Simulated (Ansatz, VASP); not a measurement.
Two plane-wave programs on InP

```
CELL_PARAMETERS angstrom
0.00000 2.91355 2.91355
2.91355 0.00000 2.91355
2.91355 2.91355 0.00000
ATOMIC_POSITIONS crystal
In 0.00000 0.00000 0.00000
P 0.25000 0.25000 0.25000
```

Alike in both runs: functional LDA; k mesh 10 × 10 × 10; occupations gaussian, width 0.02 eV; no spin polarisation.

Ansatz relaxed the structure, and its values are those at the end. VASP's run is a single point on that final structure, the one shown.

|  | VASP | Ansatz |
| --- | --- | --- |
| version | VASP 6.6.1 | Ansatz 0.2.0 |
| potentials or method | VASP PAW LDA potentials, release 64 (In_d, P) | scalar-relativistic, plane waves, PAW |
| plane-wave cutoff (eV) | 520 | 420 |
| valence electrons in the cell | 18 | 18 |

```tsv
	VASP	Ansatz	Ansatz less VASP
gap on the k mesh at the Fermi level (eV)	0.61	0.58	-0.029
least direct gap on the mesh (eV)	0.61	0.58	-0.029
pressure (GPa)	0.0	0.0	-0.02
```

LDA's correlation is that of Perdew and Zunger in VASP and of Perdew and Wang (1992) in Ansatz.
